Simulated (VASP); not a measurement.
Crystal: TiAl.

```
Ti Al
1.0
     3.22090    0.00000    0.00000
     0.00000    3.22090    0.00000
     0.00000    0.00000    3.22090
Ti Al
1 1
Direct
  0.00000 0.00000 0.00000
  0.50000 0.50000 0.50000
```

Base run:

| Item | Value |
| --- | --- |
| Program | VASP 6.6.1 |
| Functional | r2SCAN |
| Potentials or basis | VASP PAW PBE potentials, release 64 (Ti_sv, Al) |
| Cutoff | 520 eV |
| k mesh | 8 × 8 × 8 |
| Occupations | fermi-dirac, width 0.05 eV |
| Spin | no spin polarisation |

Its results: pressure -4.8 GPa.

Question: The run is repeated on the same cell with these changes: functional from r2SCAN to PBEsol. What comes out?

Answer: Pressure -6.4 GPa.

Caveats: the PAW data sets were made with another functional, which shifts forces and pressure a little.
